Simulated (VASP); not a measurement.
Here is a VASP 6.6.1 calculation.

The input INCAR:

```
SYSTEM = Re
PREC     = Accurate       ! precision mode
ENCUT    = 520            ! plane-wave cutoff, eV
EDIFF    = 1E-6           ! SCF threshold, eV
ISMEAR   = -1             ! smearing method
SIGMA    = 0.1            ! smearing width, eV
LREAL    = .False.        ! projectors in reciprocal space
LASPH    = .True.         ! aspherical terms in the spheres
NELM     = 80             ! most SCF steps
ALGO     = Normal         ! electronic algorithm
ISIF     = 2              ! what is computed and relaxed
LWAVE    = .False.        ! write WAVECAR
LCHARG   = .True.         ! write CHGCAR
GGA      = PE             ! functional
LELF     = .True.         ! ELF
LVHAR    = .True.       
NBANDS   = 22             ! bands
```

File KPOINTS:

```
regular mesh
0
Gamma
  17 17 5
  0 0 0
```

POSCAR

```
Re
1.0
    2.7771476622      0.0000000000      0.0000000000
   -1.3885738311      2.4050804255      0.0000000000
    0.0000000000      0.0000000000      8.9522586301
Re
4
Direct
    0.0000000000      0.0000000000      1.0000000000
    0.0000000000      1.0000000000      0.5000000000
    0.3333333333      0.6666666667      0.2500000000
    0.6666666667      0.3333333333      0.7500000000
```

Potentials or basis: VASP PAW PBE potentials, release 64 (Re).

Launch:

```bash
$ cat potpaw_PBE.64/Re/POTCAR > POTCAR
$ mpirun -np 1 vasp_std > vasp.out
```

Problem. What does it give for the pressure?

Solution. -0.5 GPa.

Problem. Estimate the band gap on the k mesh.

Solution. Zero (bands 14 and 15 overlap by 2.57 eV).

Stress tensor (GPa, compression positive):
```
-0.47  0.00  0.00
 0.00 -0.47  0.00
 0.00  0.00 -0.64
```

Caveat: spin-orbit coupling is left out, which moves the levels of the heavy elements.
